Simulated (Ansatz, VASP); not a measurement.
**One calculation of TaH4, two programs**

```xyz
10
Lattice="-1.7124 2.9087 3.2782 1.7124 -2.9087 3.2782 1.7124 2.9087 -3.2782" Properties=species:S:1:pos:R:3 pbc="T T T"
Ta    0.0000    0.0000    4.9542
Ta    0.0000    0.0000    1.6023
H     0.0000    0.9537    0.0000
H     0.0000    4.8637    0.0000
H     1.7124    0.9774    1.3148
H     1.7124   -0.9774    1.3148
H     0.0000    1.9313    1.9635
H     0.0000    3.8861    1.9635
H     0.8306    2.9087    0.0000
H     0.8819    0.0000    3.2782
```

Change from the starting cell: species swapped into the NbBr4 type (C2/m, No. 12).

Alike in both runs: functional PBE; k mesh 10 × 10 × 10; occupations gaussian, width 0.1 eV; no spin polarisation.

Ansatz relaxed the structure, and its values are those at the end. VASP's run is a single point on that final structure, the one shown.

```csv
,VASP,Ansatz
version,VASP 6.6.1,Ansatz 0.2.0
potentials or method,"VASP PAW PBE potentials, release 64 (Ta_pv, H), cutoff 520 eV","scalar-relativistic, plane waves, PAW"
valence electrons in the cell,30,34
```

```tsv
	VASP	Ansatz	Ansatz less VASP
gap on the k mesh at the Fermi level (eV)	none	none	-
pressure (GPa)	0.0	0.0	+0.01
rms of the force components (eV/Å)	0.005	0.001	-0.0037
```

A gap of «none» marks a metal or a gap that the smearing closes. With one functional, cell and mesh, what is left measures potentials, basis and numerics. VASP's potentials hold 30 valence electrons a cell and Ansatz's 34, so a difference there can come from the potentials and not from the codes.

Spin-orbit coupling is off throughout.
